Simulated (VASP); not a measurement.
Write the native input for VASP 6.6.1 that does the following.

| Item | Value |
| --- | --- |
| Task | relaxation of cell and atoms |
| Functional | PBE |
| Potentials or basis | VASP PAW PBE potentials, release 64 (Al, H) |
| Cutoff | 500 eV |
| k mesh | 5 × 5 × 3 |
| Occupations | gaussian, width 0.2 eV |
| Spin | no spin polarisation |
| Dipole correction | no |
| Further INCAR settings | ALGO = Normal; EDIFF = 1e-07; IBRION = 2; EDIFFG = -0.08; NSW = 36; ISIF = 3 |

The structure of AlH7 lies in POSCAR:

```
AlH7
1.0
    4.0908128300      0.0000000000      0.0000000000
   -2.0454064200      3.5427478400      0.0000000000
    0.0000000000      0.0000000000      4.9584729600
Al H
1 7
Direct
    0.0000000000      0.0000000000      0.0000000000
    0.5490041700      0.0000000000      0.0985196000
    0.0000000000      0.5490041700      0.0985196000
    0.4509958300      0.4509958300      0.0985196000
    0.5490041700      0.0000000000      0.9014804000
    0.0000000000      0.5490041700      0.9014804000
    0.4509958300      0.4509958300      0.9014804000
    0.0000000000      0.0000000000      0.5000000000
```

The cell was generated, and may not be a known phase.

One way to write it, as run:

INCAR

```
SYSTEM = AlH7
ALGO = Normal ; EDIFF = 1E-7
EDIFFG = -0.08 ; ENCUT = 500
GGA = PE ; GGA_COMPAT = .FALSE.
IBRION = 2 ; ISIF = 3
ISMEAR = 0 ; LASPH = .TRUE.
LCHARG = .FALSE. ; LREAL = .FALSE.
LWAVE = .FALSE. ; NELM = 120
NELMIN = 4 ; NSW = 36
PREC = Accurate ; SIGMA = 0.2
```

KPOINTS

```
k-points
0
G
  5 5 3
  0 0 0
```

Potentials or basis: VASP PAW PBE potentials, release 64 (Al, H).

The run is started by

```sh
$ cat potpaw_PBE.64/Al/POTCAR potpaw_PBE.64/H/POTCAR > POTCAR
$ mpirun -np 1 vasp_std > vasp.out
```

Results of the run:

The relaxed volume is 11.71 Å³/atom and the relaxed cell is a = 5.468 Å, b = 5.468 Å, c = 3.618 Å, α = 90.00°, β = 90.00°, γ = 120.00°. The space group after relaxing (to 0.1 Å) is P6/mmm (No. 191). The energy gained by relaxing is 371.8 meV/atom. The ionic steps are 24. The pressure after relaxing is 0.7 GPa and the largest force after relaxing is 0.052 eV/Å. The band gap on the k mesh is zero (bands 5 and 6 overlap by 1.30 eV).

Caveat: the k points lie up to 0.58 Å⁻¹ apart in the final cell, too coarse for converged energies and pressures of a metal; the volume moved by over 15 % at a fixed basis, so the end points are rough; the relaxation stopped at a loose force limit of 0.08 eV/Å, so its end isn't a converged minimum.

Run time: 4.9 min on 1 thread of Intel Xeon 8259CL (shared host), peak memory 0.14 GiB.
